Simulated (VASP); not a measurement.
Input of a VASP 6.6.1 run:

The input POSCAR:

```
Sr
1.0
    0.0000000000      3.0423500000      3.0423500000
    3.0423500000      0.0000000000      3.0423500000
    3.0423500000      3.0423500000      0.0000000000
Sr
1
Direct
    0.0000000000      0.0000000000      0.0000000000
```

The input INCAR.step1:

```
SYSTEM = Sr
PREC = Accurate
ENCUT = 520
EDIFF = 1E-5
ISMEAR = 1
SIGMA = 0.01
LREAL = .FALSE.
LASPH = .TRUE.
NELM = 100
ALGO = Normal
ISIF = 2
LWAVE = .TRUE.
LCHARG = .FALSE.
GGA = PE
NBANDS = 11
```

Contents of INCAR.step2:

```
SYSTEM = Sr
PREC = Accurate
ENCUT = 520
EDIFF = 1E-6
ISMEAR = 1
SIGMA = 0.01
LREAL = .FALSE.
LASPH = .TRUE.
NELM = 100
ALGO = Normal
ISIF = 2
LWAVE = .FALSE.
LCHARG = .FALSE.
GGA = PE
LHFCALC = .TRUE.
AEXX = 0.25
HFSCREEN = 0.3
PRECFOCK = Normal
ISTART = 1
NBANDS = 11
```

File KPOINTS:

```
Automatic mesh
0
G
  6 6 6
  0 0 0
```

Potentials or basis: VASP PAW PBE potentials, release 64 (Sr_sv).

Launch:

```sh
$ cat potpaw_PBE.64/Sr_sv/POTCAR > POTCAR
$ cp INCAR.step1 INCAR
$ mpirun -np 1 vasp_std > vasp.out
$ cp INCAR.step2 INCAR
$ mpirun -np 1 vasp_std > vasp.out
```

(1) Predict the band gap on the k mesh.

(2) Estimate the pressure.

## Answers

(1) zero (bands 5 and 6 overlap by 0.08 eV).

(2) 0.0 GPa.

Caveat: the PAW data sets were made with another functional, which shifts forces and pressure a little.
